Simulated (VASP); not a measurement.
A run of VASP 6.6.1:

Contents of INCAR:

```
PREC = Accurate
ENCUT = 520
EDIFF = 1E-7
ISMEAR = -1
SIGMA = 0.05
LREAL = False
LASPH = True
NELM = 60
ALGO = Normal
ISIF = 2
LWAVE = False
LCHARG = False
GGA = PE
NBANDS = 15
```

Contents of KPOINTS:

```
regular mesh
0
Gamma
  9 9 9
```

Contents of POSCAR:

```
TiC
1.0
    0.0000000000      2.1657188437      2.1440616553
    2.1657188437      0.0000000000      2.1440616553
    2.1657188437      2.1657188437      0.0000000000
Ti C
1 1
Direct
    0.0000000000      0.0000000000      0.0000000000
    0.5000000000      0.5000000000      0.5000000000
```

Potentials or basis: VASP PAW PBE potentials, release 64 (Ti_sv, C).

Run with:

```sh
$ cat potpaw_PBE.64/Ti_sv/POTCAR potpaw_PBE.64/C/POTCAR > POTCAR
$ mpirun -np 1 vasp_std > vasp.out
```

Hardware: 1 thread of AMD EPYC 7R43 64-Core Processor (Zen 3), with other jobs on the host.

Question: How long does it take, and how much memory?

Answer: Wall time 24 s on 1 thread of AMD EPYC 7R43 64-Core Processor (Zen 3), on a shared host, peak memory 0.11 GiB. Counts: scf iterations 16, k points 75.
